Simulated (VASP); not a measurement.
Input of a VASP 6.6.1 run:

File INCAR:

```
PREC = Accurate
ENCUT = 520
EDIFF = 1E-7
ISMEAR = -1
SIGMA = 0.1
LREAL = False
LASPH = True
NELM = 100
ALGO = Normal
ISIF = 2
LWAVE = False
LCHARG = False
NBANDS = 24
```

KPOINTS

```
Automatic mesh
0
Gamma
  7 7 7
```

File POSCAR:

```
Hf3Be
1.0
   -2.0920000000      2.0920000000      4.3530460000
    2.0920000000     -2.0920000000      4.3530460000
    2.0920000000      2.0920000000     -4.3530460000
Hf Be
3 1
Direct
    0.7500000000      0.2500000000      0.5000000000
    0.2500000000      0.7500000000      0.5000000000
    0.5000000000      0.5000000000      0.0000000000
    0.0000000000      0.0000000000      0.0000000000
```

Potentials or basis: VASP PAW LDA potentials, release 64 (Hf_pv, Be).

Run with:

```bash
$ cat potpaw_LDA.64/Hf_pv/POTCAR potpaw_LDA.64/Be/POTCAR > POTCAR
$ mpirun -np 1 vasp_std > vasp.out
```

**Question.** What does it give for the pressure?

**Answer.** -7.6 GPa.

**Question.** Predict the band gap on the k mesh.

**Answer.** Zero (band 16 reaches 4.64 eV, above the bottom of band 17 at 4.43 eV).

Stress tensor (GPa, compression positive):
```
-7.83  0.00  0.00
 0.00 -7.83  0.00
 0.00  0.00 -7.30
```

Caveat: spin-orbit coupling is left out, which moves the levels of the heavy elements.
